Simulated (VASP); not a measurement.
# TiCO3 (R-3c) in VASP: relaxation of cell and atoms with r2SCAN

Aim: the relaxation of cell and atoms of TiCO3 with r2SCAN.

Program: VASP 6.6.1. These are calculated values, not measurements. Logs are shortened: lines on timing, memory, paths and dates and some standing lists are left out, and cuts for length are marked.

**1. The cell of the first run**

Symmetry: R-3c, No. 167, trigonal system. Conventional cell: a = 4.651 Å, b = 4.651 Å, c = 15.404 Å, α = 90.00°, β = 90.00°, γ = 120.00°. Ti (site symmetry -3) has 6 O at 2.16 Å and 6 C at 2.98 Å within 3.0 Å. Within 1.6 Å of C (site symmetry 32) lie 3 O at 1.22 Å. O (site symmetry 2) has 1 C at 1.22 Å within 1.6 Å.

**2. Relaxation of cell and atoms, r2SCAN**

POSCAR

```
TiCO3
1.0
    2.3252663200      4.0274770000      0.0000000000
   -2.3252663200      4.0274770000      0.0000000000
    0.0000000000     -2.6849813000      5.1347050300
Ti C O
2 2 6
Direct
    0.0000000000      0.0000000000      0.0000000000
    0.5000000000      0.5000000000      0.5000000000
    0.2500000000      0.2500000000      0.7500000000
    0.7500000000      0.7500000000      0.2500000000
    0.5114000000      0.9886000000      0.7500000000
    0.2500000000      0.5114000000      0.7500000000
    0.9886000000      0.2500000000      0.7500000000
    0.4886000000      0.0114000000      0.2500000000
    0.7500000000      0.4886000000      0.2500000000
    0.0114000000      0.7500000000      0.2500000000
```

INCAR.step1

```
PREC     = Accurate       # precision mode
ENCUT    = 600            # plane-wave cutoff, eV
ISMEAR   = 0              # smearing method
SIGMA    = 0.0182         # smearing width, eV
LREAL    = F              # projectors in reciprocal space
LASPH    = T              # aspherical terms in the spheres
NELM     = 100            # most SCF steps
GGA      = PE             # functional
ALGO     = Normal         # electronic algorithm
EDIFF    = 1E-4           # SCF threshold, eV
LWAVE    = T              # write WAVECAR
LCHARG   = F              # write CHGCAR
```

INCAR.step2

```
PREC     = Accurate       # precision mode
ENCUT    = 600            # plane-wave cutoff, eV
EDIFF    = 1E-6           # SCF threshold, eV
ISMEAR   = 0              # smearing method
SIGMA    = 0.0182         # smearing width, eV
LREAL    = F              # projectors in reciprocal space
LASPH    = T              # aspherical terms in the spheres
NELM     = 100            # most SCF steps
ALGO     = Normal         # electronic algorithm
ISIF     = 3              # what is computed and relaxed
LWAVE    = F              # write WAVECAR
LCHARG   = F              # write CHGCAR
METAGGA  = R2SCAN         # meta-GGA
LMIXTAU  = T            
IBRION   = 2              # ionic algorithm
NSW      = 100            # ionic steps
EDIFFG   = -0.03          # ionic threshold
ISTART   = 1
```

KPOINTS

```
Automatic mesh
0
Gamma
  5 5 5
```

Potentials or basis: VASP PAW PBE potentials, release 64 (Ti_sv, C, O).

Started as:

```console
$ cat potpaw_PBE.64/Ti_sv/POTCAR potpaw_PBE.64/C/POTCAR potpaw_PBE.64/O/POTCAR > POTCAR
$ cp INCAR.step1 INCAR
$ mpirun -np 1 vasp_std > vasp.out
$ cp INCAR.step2 INCAR
$ mpirun -np 1 vasp_std > vasp.out
```

OUTCAR:

```text
PREC = Accurate
   ENCUT = 600
   EDIFF = 1E-6
   ISMEAR = 0
   LREAL = F
   LASPH = T
   NELM = 100
   ISIF = 3
   METAGGA = R2SCAN
   IBRION = 2
   NSW = 100
   EDIFFG = -0.03
   ISTART = 1

 ion  position               nearest neighbor table
   1  0.000  0.000  0.000-   7 2.16  10 2.16   8 2.16   5 2.16   9 2.16   6 2.16
   2  0.500  0.500  0.500-   6 2.16   9 2.16   8 2.16   5 2.16   7 2.16  10 2.16
   3  0.250  0.250  0.750-   6 1.22   7 1.22   5 1.22
   4  0.750  0.750  0.250-   9 1.22  10 1.22   8 1.22
   5  0.511  0.989  0.750-   3 1.22   2 2.16   1 2.16
   6  0.250  0.511  0.750-   3 1.22   2 2.16   1 2.16
   7  0.989  0.250  0.750-   3 1.22   1 2.16   2 2.16
   8  0.489  0.011  0.250-   4 1.22   2 2.16   1 2.16
   9  0.750  0.489  0.250-   4 1.22   2 2.16   1 2.16
  10  0.011  0.750  0.250-   4 1.22   1 2.16   2 2.16

  LATTYP: Found a trigonal (rhomboedric) cell.
 ALAT       =     5.7943380906
 COS(alpha) =     0.6779170510

  Lattice vectors:

 A1 = (   2.3252663200,   1.3424957000,   5.1347050300)
 A2 = (  -2.3252663200,   1.3424957000,   5.1347050300)
 A3 = (   0.0000000000,  -2.6849813000,   5.1347050300)

Analysis of symmetry for initial positions (statically):
=====================================================================
 Subroutine PRICEL returns:
 Original cell was already a primitive cell.

 Routine SETGRP: Setting up the symmetry group for a
 trigonal (rhombohedral) supercell.

 Subroutine GETGRP returns: Found 12 space group operations
 (whereof  6 operations were pure point group operations)
 out of a pool of 12 trial point group operations.

The static configuration has the point symmetry S_6 .
 The point group associated with its full space group is D_3d.

Analysis of symmetry for dynamics (positions and initial velocities):
=====================================================================
 Subroutine PRICEL returns:
 Original cell was already a primitive cell.

 Routine SETGRP: Setting up the symmetry group for a
 trigonal (rhombohedral) supercell.

 Subroutine GETGRP returns: Found 12 space group operations
 (whereof  6 operations were pure point group operations)
 out of a pool of 12 trial point group operations.

The dynamic configuration has the point symmetry S_6 .
 The point group associated with its full space group is D_3d.

 Subroutine INISYM returns: Found 12 space group operations
 (whereof  6 operations are pure point group operations),
 and found     1 'primitive' translations

----------------------------------------------------------------------------------------

                                     Primitive cell

  volume of cell :      96.1726

  direct lattice vectors                    reciprocal lattice vectors
     2.325266320  4.027477000  0.000000000     0.215029133  0.124147202  0.064917637
    -2.325266320  4.027477000  0.000000000    -0.215029133  0.124147202  0.064917637
     0.000000000 -2.684981300  5.134705030     0.000000000  0.000000000  0.194753154

  length of vectors
     4.650530555  4.650530555  5.794335193     0.256640517  0.256640517  0.194753154

  position of ions in fractional coordinates (direct lattice)
     0.000000000  0.000000000  0.000000000
     0.500000000  0.500000000  0.500000000
     0.250000000  0.250000000  0.750000000
     0.750000000  0.750000000  0.250000000
     0.511400000  0.988600000  0.750000000
     0.250000000  0.511400000  0.750000000
     0.988600000  0.250000000  0.750000000
     0.488600000  0.011400000  0.250000000
     0.750000000  0.488600000  0.250000000
     0.011400000  0.750000000  0.250000000

  ion indices of the primitive-cell ions
   primitive index   ion index
                 1           1
                 2           2
                 3           3
                 4           4
                 5           5
                 6           6
                 7           7
                 8           8
                 9           9
                10          10

----------------------------------------------------------------------------------------

 KPOINTS: Automatic mesh

Automatic generation of k-mesh.
 Grid dimensions read from file:
 generate k-points for:    5    5    5

 Generating k-lattice:

  Cartesian coordinates                     Fractional coordinates (reciprocal lattice)
     0.043005827  0.024829440  0.012983527     0.200000000  0.000000000  0.000000000
    -0.043005827  0.024829440  0.012983527     0.000000000  0.200000000  0.000000000
     0.000000000  0.000000000  0.038950631     0.000000000  0.000000000  0.200000000

  Length of vectors
     0.051328103  0.051328103  0.038950631

  Shift w.r.t. Gamma in fractional coordinates (k-lattice)
     0.000000000  0.000000000  0.000000000

 Subroutine IBZKPT returns following result:
 ===========================================

 Found     19 irreducible k-points:

 Following reciprocal coordinates:
            Coordinates               Weight
  0.000000  0.000000  0.000000      1.000000
  0.200000  0.000000 -0.000000      6.000000
  0.400000  0.000000  0.000000      6.000000
  0.200000  0.200000 -0.000000      6.000000
  0.400000  0.200000 -0.000000     12.000000
 -0.400000  0.200000  0.000000     12.000000
[... 11 lines left out ...]
  0.000000  0.000000  0.400000      2.000000
  0.200000  0.000000  0.400000      6.000000
   k-points           NKPTS =     19   k-points in BZ     NKDIM =     19   number of bands    NBANDS=     40
   number of dos      NEDOS =    301   number of ions     NIONS =     10
   total plane-waves  NPLWV =  76800
   dimension x,y,z NGX =    40 NGY =   40 NGZ =   48
   dimension x,y,z NGXF=    80 NGYF=   80 NGZF=   96
   ions per type =               2   2   6
   NGX,Y,Z   is equivalent  to a cutoff of  14.30, 14.30, 13.77 a.u.
   NGXF,Y,Z  is equivalent  to a cutoff of  28.60, 28.60, 27.54 a.u.
 SYSTEM =  unknown system
   PREC   = accura    normal or accurate (medium, high low for compatibility)
   ISTART =      1    job   : 0-new  1-cont  2-samecut
   ICHARG =      0    charge: 1-file 2-atom 10-const
   ISPIN  =      1    spin polarized calculation?
   LNONCOLLINEAR =      F non collinear calculations
   LSORBIT =      F    spin-orbit coupling
   LASPH  =      T    aspherical Exc in radial PAW
   ENCUT  =  600.0 eV  44.10 Ry    6.64 a.u.   9.29  9.29 11.57*2*pi/ulx,y,z
   NELM   =    100;   NELMIN=  2; NELMDL=  0     # of ELM steps
   EDIFF  = 0.1E-05   stopping-criterion for ELM
   LREAL  =      F    real-space projection
   EDIFFG = -.3E-01   stopping-criterion for IOM
   NSW    =    100    number of steps for IOM
   IBRION =      2    ionic relax: 0-MD 1-quasi-New 2-CG
   NFREE  =      1    steps in history (QN), initial steepest desc. (CG)
   ISIF   =      3    stress and relaxation
   ISYM   =      2    0-nonsym 1-usesym 2-fastsym
   POTIM  = 0.5000    time-step for ionic-motion
   TEBEG  =    0.0;   TEEND  =   0.0 temperature during run
   PSTRESS=    0.0 pullay stress
   NELECT =      68.0000    total number of electrons
   NUPDOWN=      -1.0000    fix difference up-down
   EMIN   =  10.00;   EMAX   =-10.00  energy-range for DOS
   EFERMI =   0.00;   METHOD = LEGACY
   ISMEAR =     0;   SIGMA  =   0.02  broadening in eV -4-tet -1-fermi 0-gaus
   EFERMI_NEDOS =   21; number of points for ismear=-14 and -15
   IALGO  =     38    algorithm
   IMIX   =      4    mixing-type and parameters
     AMIX     =   0.40;   BMIX     =  1.00
     AMIX_MAG =   1.60;   BMIX_MAG =  1.00
  volume/ion in A,a.u.               =       9.62        64.90
  Fermi-wavevector in a.u.,A,eV,Ry     =   1.458458  2.756087 28.940965  2.127101
  Thomas-Fermi vector in A             =   2.575140
   LORBIT       =      0    0 simple, 1 ext, 2 COOP (PROOUT), +10 PAW based schemes
   METAGGA = R2SCAN    functional components
   LHFCALC =     F    Hartree Fock is set to
   AEXX    =    0.0000 exact exchange contribution
   IVDW    =     0    specifies the selected vdW correction
   LEPSILON=     F    determine dielectric tensor
   LRPA    =     F    only Hartree local field effects (RPA)
 conjugate gradient relaxation of ions
 non-spin polarized calculation
 Gauss-broadening in eV      SIGMA  =   0.02
  energy-cutoff  :      600.00
  volume of cell :       96.17
 maximum number of plane-waves:      3237
 NGX is ok and might be reduce to    40
   NGX = 19   NGY = 19   NGZ = 23

--------------------------------------- Ionic step        1  -------------------------------------------

 number of electron      68.0000004 magnetization

 Free energy of the ion-electron system (eV)
  ---------------------------------------------------
  ext. energy  EPLUGINS =         0.00000000
  ---------------------------------------------------
  free energy    TOTEN  =       -96.61691835 eV

  energy without entropy =      -96.61482585  energy(sigma->0) =      -96.61587210

------------------------ aborting loop because EDIFF is reached ----------------------------------------

  FORCE on cell =-STRESS in cart. coord.  units (eV):
  Direction    XX          YY          ZZ          XY          YZ          ZX
  --------------------------------------------------------------------------------------
  -------------------------------------------------------------------------------------
  Total       25.5311698     25.5311392     -4.5544767      0.0000000     -0.0000030      0.0000000
  in kB      425.3339309    425.3334224    -75.8748423      0.0000000     -0.0000497      0.0000000
  external PRESSURE =     258.2641703 kB  Pullay stress =       0.0000000 kB
[... 113 lines left out ...]
  FREE ENERGIE OF THE ION-ELECTRON SYSTEM (eV)
  ---------------------------------------------------
  free  energy   TOTEN  =       -93.0467030094 eV

  energy  without entropy=      -93.0459793402  energy(sigma->0) =      -93.04634117

[... ionic steps 4 to 15 ...]

--------------------------------------- Ionic step       16  -------------------------------------------

 number of electron      68.0000000 magnetization

------------------------ aborting loop because EDIFF is reached ----------------------------------------

  FORCE on cell =-STRESS in cart. coord.  units (eV):
  Direction    XX          YY          ZZ          XY          YZ          ZX
  --------------------------------------------------------------------------------------
  -------------------------------------------------------------------------------------
  Total        0.2672445      0.2672442      0.3251328      0.0000000      0.0000002      0.0000000
  in kB        4.6213886      4.6213828      5.6224356      0.0000000      0.0000035      0.0000000
  external PRESSURE =       4.9550690 kB  Pullay stress =       0.0000000 kB
[... 73 lines left out ...]
  energy  without entropy=      -98.6231081113  energy(sigma->0) =      -98.62375512

--------------------------------------- Ionic step       18  -------------------------------------------

 number of electron      68.0000002 magnetization

 Free energy of the ion-electron system (eV)
  ---------------------------------------------------
  ext. energy  EPLUGINS =         0.00000000
  ---------------------------------------------------
  free energy    TOTEN  =       -98.62464771 eV

  energy without entropy =      -98.62337185  energy(sigma->0) =      -98.62400978

 E-fermi :   8.3479     XC(G=0): -12.1376

 val. band max:        8.3326735375   @ k =   0.4000   0.2000   0.2000
 cond. band min:       8.3651042729   @ k =  -0.4000   0.4000   0.0000
 fundamental gap:      0.0324307354
 Fermi energy:         8.3478815681

 k-point     1 :       0.0000    0.0000    0.0000
  band No.  band energies     occupation
      1     -52.2263      2.00000
      2     -52.2162      2.00000
      3     -27.6862      2.00000
      4     -27.5794      2.00000
      5     -27.5077      2.00000
      6     -27.5077      2.00000
[... 843 lines left out ...]
  FREE ENERGIE OF THE ION-ELECTRON SYSTEM (eV)
  ---------------------------------------------------
  free  energy   TOTEN  =       -98.6246477130 eV

  energy  without entropy=      -98.6233718497  energy(sigma->0) =      -98.62400978

 reached required accuracy - stopping structural energy minimisation
```

It took 69 min on 1 thread of AMD EPYC 9R45 (Zen 5), shared host; peak memory 0.33 GiB.

Results:

| Quantity | Value |
| --- | --- |
| Free energy | -98.6246 eV |
| Relaxed volume | 9.30 Å³/atom |
| Relaxed cell | a = 4.766 Å, b = 4.766 Å, c = 5.471 Å, α = 115.82°, β = 115.82°, γ = 60.00° |
| Space group after relaxing (to 0.1 Å) | R-3c (No. 167) |
| Pressure after relaxing | -0.1 GPa |
| Largest force after relaxing | 0.024 eV/Å |
| Band gap on the k mesh | zero (bands 34 and 35 overlap by 0.26 eV) |

Forces on the atoms (eV/Å):
```
Ti   0.000  0.000  0.000
Ti   0.000  0.000  0.000
C    0.000  0.000  0.000
C    0.000  0.000  0.000
O   -0.024  0.000  0.000
O    0.012 -0.020  0.000
O    0.012  0.020  0.000
O    0.024  0.000  0.000
O   -0.012  0.020  0.000
O   -0.012 -0.020  0.000
```

Stress tensor (GPa, compression positive):
```
-0.21  0.00  0.00
 0.00 -0.21  0.00
 0.00  0.00  0.04
```

Final structure:
```
Ti C O
1.0
     2.38296    4.12740    0.00000
    -2.38296    4.12740    0.00000
     0.00000   -2.75160    4.72927
Ti C O
2 2 6
Cartesian
  0.0000 0.0000 0.0000
  0.0000 2.7516 2.3646
  0.0000 0.0000 3.5470
  0.0000 5.5032 1.1823
  -1.0657 4.1274 3.5470
  -0.6586 1.1408 3.5470
  1.7243 2.9866 3.5470
  1.0657 1.3758 1.1823
  0.6586 4.3624 1.1823
  -1.7243 2.5166 1.1823
```

Caveat: the PAW data sets were made with another functional, which shifts forces and pressure a little; semilocal functionals often make such compounds metallic where correlation or magnetic order opens a gap, which also shifts bond lengths.

The gap in the log of VASP goes by the Fermi energy; the results here count the filled bands.